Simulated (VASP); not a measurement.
**ScH5: relaxation of cell and atoms with PBE**

ScH5:

```
Sc H
1.0
     3.68120    0.00000    0.00000
    -1.84060    3.18801    0.00000
     0.00000    0.00000    4.08113
Sc H
1 5
Direct
  0.00000 0.00000 0.50000
  0.33333 0.66667 0.73886
  0.66667 0.33333 0.73886
  0.66667 0.33333 0.26114
  0.33333 0.66667 0.26114
  0.00000 0.00000 0.00000
```

```json
{"Program": "VASP 6.6.1", "Task": "relaxation of cell and atoms", "Functional": "PBE", "Potentials or basis": "VASP PAW PBE potentials, release 64 (Sc_sv, H)", "Cutoff": "600 eV", "k mesh": "6 × 6 × 4", "Occupations": "gaussian, width 0.1 eV", "Spin": "no spin polarisation", "Dipole correction": "no", "Further INCAR settings": "ALGO = Normal; EDIFF = 1e-07; IBRION = 2; EDIFFG = -0.04; NSW = 90; ISIF = 3"}
```

- Relaxed volume: 6.71 Å³/atom
- Relaxed cell: a = 3.418 Å, b = 3.418 Å, c = 3.979 Å, α = 90.00°, β = 90.00°, γ = 120.00°
- Space group after relaxing (to 0.05 Å): P6/mmm (No. 191)
- Energy gained by relaxing: 171.1 meV/atom
- Ionic steps: 18
- Pressure after relaxing: -0.3 GPa
- Largest force after relaxing: 0.024 eV/Å
- Band gap on the k mesh: zero (band 8 reaches 3.12 eV, above the bottom of band 9 at 0.65 eV)

Forces on the atoms (eV/Å):
```
Sc   0.000  0.000  0.000
H    0.000  0.000 -0.024
H    0.000  0.000 -0.024
H    0.000  0.000  0.024
H    0.000  0.000  0.024
H    0.000  0.000  0.000
```

Stress tensor (GPa, compression positive):
```
-0.80  0.00  0.00
 0.00 -0.80  0.00
 0.00  0.00  0.84
```

The path:
| step | energy change (eV) | largest force (eV/Å) | pressure (GPa) | volume (Å³) |
| --- | --- | --- | --- | --- |
| 1 | 0.0000 | 0.7090 | -16.03 | 47.89 |
| 2 | -0.5830 | 0.5736 | -10.66 | 42.56 |
| 3 | -0.8737 | 0.3533 | -0.98 | 37.66 |
| 4 | -0.8854 | 0.2695 | 2.97 | 36.32 |
| 5 | -0.8861 | 0.2852 | 2.23 | 36.55 |
| 6 | -0.9209 | 0.2368 | 1.93 | 36.87 |
| 7 | -0.9629 | 0.0925 | 1.67 | 37.71 |
| 8 | -0.9758 | 0.0942 | -0.01 | 38.48 |
| 9 | -0.9789 | 0.0953 | -1.29 | 39.13 |
| 10 | -0.9861 | 0.0707 | -0.36 | 38.95 |
| 11 | -1.0051 | 0.1057 | 1.81 | 38.58 |
| 12 | -0.9635 | 0.1846 | 6.47 | 37.80 |
| 13 | -1.0078 | 0.0631 | 2.58 | 38.43 |
| 14 | -1.0109 | 0.0437 | 2.59 | 38.52 |
| 15 | -1.0143 | 0.0119 | 2.69 | 38.79 |
| 16 | -1.0192 | 0.0041 | 2.02 | 39.10 |
| 17 | -1.0266 | 0.0187 | 0.14 | 40.05 |
| 18 | -1.0268 | 0.0236 | -0.26 | 40.26 |

Final structure:
```yaml
crystal:
  lattice:
    - [3.41815, 0.00000, 0.00000]
    - [-1.70907, 2.96020, 0.00000]
    - [0.00000, 0.00000, 3.97894]
  atoms:
    - { symbol: Sc, position: [0.00000, 0.00000, 0.50000] }
    - { symbol: H, position: [0.33333, 0.66667, 0.66654] }
    - { symbol: H, position: [0.66667, 0.33333, 0.66654] }
    - { symbol: H, position: [0.66667, 0.33333, 0.33346] }
    - { symbol: H, position: [0.33333, 0.66667, 0.33346] }
    - { symbol: H, position: [0.00000, 0.00000, 0.00000] }
```

Levels at points of the mesh, in eV from the Fermi level:
| k point | band 5 | band 6 | band 7 | band 8 | band 9 | band 10 | band 11 | band 12 |
| --- | --- | --- | --- | --- | --- | --- | --- | --- |
| (0.00, 0.00, 0.00) | -10.52 | -3.53 | -1.63 | -1.61 | 0.81 | 0.81 | 3.14 | 3.14 |
| (0.50, 0.00, 0.00) | -7.16 | -6.94 | -3.02 | -1.90 | 2.57 | 2.70 | 3.33 | 4.40 |
| (0.00, 0.00, 0.50) | -9.82 | -5.53 | -1.37 | 0.90 | 0.90 | 2.42 | 2.70 | 2.79 |
| (0.50, 0.00, 0.50) | -6.61 | -6.49 | -3.52 | -2.23 | 2.16 | 2.46 | 3.11 | 3.35 |

Run time: 3.3 min on 1 thread of Intel(R) Xeon(R) Platinum 8488C (Sapphire Rapids), on a shared host, peak memory 0.19 GiB.

Caveat: the k points lie up to 0.39 Å⁻¹ apart in the final cell; the volume moved by over 15 % at a fixed basis, so the end points are rough.
